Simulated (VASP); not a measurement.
Input of a VASP 6.6.1 run:

The input INCAR:

```
SYSTEM = Sr2Os
ALGO = Fast
EDIFF = 1E-6
EDIFFG = -0.01
ENCUT = 600
GGA = PE
IBRION = 2
ISIF = 3
ISMEAR = 0
LASPH = .TRUE.
LCHARG = .FALSE.
LREAL = .FALSE.
LWAVE = .FALSE.
NELM = 60
NSW = 100
PREC = Accurate
SIGMA = 0.1
```

KPOINTS

```
k-points
0
G
  12 12 12
  0 0 0
```

File POSCAR:

```
Sr2Os
1.0
    0.0000000000      3.6943734200      3.6943734200
    3.6943734200      0.0000000000      3.6943734200
    3.6943734200      3.6943734200      0.0000000000
Sr Os
2 1
Direct
    0.7500000000      0.7500000000      0.7500000000
    0.2500000000      0.2500000000      0.2500000000
    0.0000000000      0.0000000000      0.0000000000
```

Potentials or basis: VASP PAW PBE potentials, release 64 (Sr_sv, Os).

Command:

```sh
$ cat potpaw_PBE.64/Sr_sv/POTCAR potpaw_PBE.64/Os/POTCAR > POTCAR
$ mpirun -np 1 vasp_std > vasp.out
```

Estimate the band gap on the k mesh.

zero (bands 14 and 15 overlap by 0.26 eV).

What does it give for the relaxed cell?

a = 5.131 Å, b = 5.131 Å, c = 5.131 Å, α = 60.00°, β = 60.00°, γ = 60.00°.

Estimate the space group after relaxing (to 0.1 Å).

Fm-3m (No. 225).

Step by step:
```
step  energy change (eV)  largest force (eV/Å)  pressure (GPa)  volume (Å³)
   1              0.0000                0.0000           -1.68       100.84
   2             -0.0290                0.0000           -0.09        95.77
   3             -0.0291                0.0000            0.05        95.53
```

Caveat: spin-orbit coupling is left out, which moves the levels of the heavy elements.
